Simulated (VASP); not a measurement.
Here is a VASP 6.6.1 calculation.

The input INCAR:

```
PREC = Accurate ; ENCUT = 520
EDIFF = 1E-6 ; ISMEAR = -1
SIGMA = 0.08 ; LREAL = F
LASPH = T ; NELM = 80
ALGO = Normal ; ISIF = 2
LWAVE = F ; LCHARG = F
GGA = PE ; NBANDS = 16
```

File KPOINTS:

```
regular mesh
0
Gamma
  15 15 13
```

File POSCAR:

```
TiB2
1.0
    3.0690606440      0.0000000000      0.0000000000
   -1.5345303220      2.6578844835      0.0000000000
    0.0000000000      0.0000000000      3.2708838193
Ti B
1 2
Direct
    0.0000000000      0.0000000000      0.0000000000
    0.3333333333      0.6666666667      0.5000000000
    0.6666666667      0.3333333333      0.5000000000
```

Potentials or basis: VASP PAW PBE potentials, release 64 (Ti_sv, B).

Run with:

```bash
$ cat potpaw_PBE.64/Ti_sv/POTCAR potpaw_PBE.64/B/POTCAR > POTCAR
$ mpirun -np 1 vasp_std > vasp.out
```

Question: Estimate the pressure.

Answer: -8.9 GPa.

Question: Predict the band gap on the k mesh.

Answer: Zero (bands 9 and 10 overlap by 0.44 eV).

Stress tensor (GPa, compression positive):
```
-9.22  0.00  0.00
 0.00 -9.22  0.00
 0.00  0.00 -8.11
```

Caveat: the cell stands under tension.
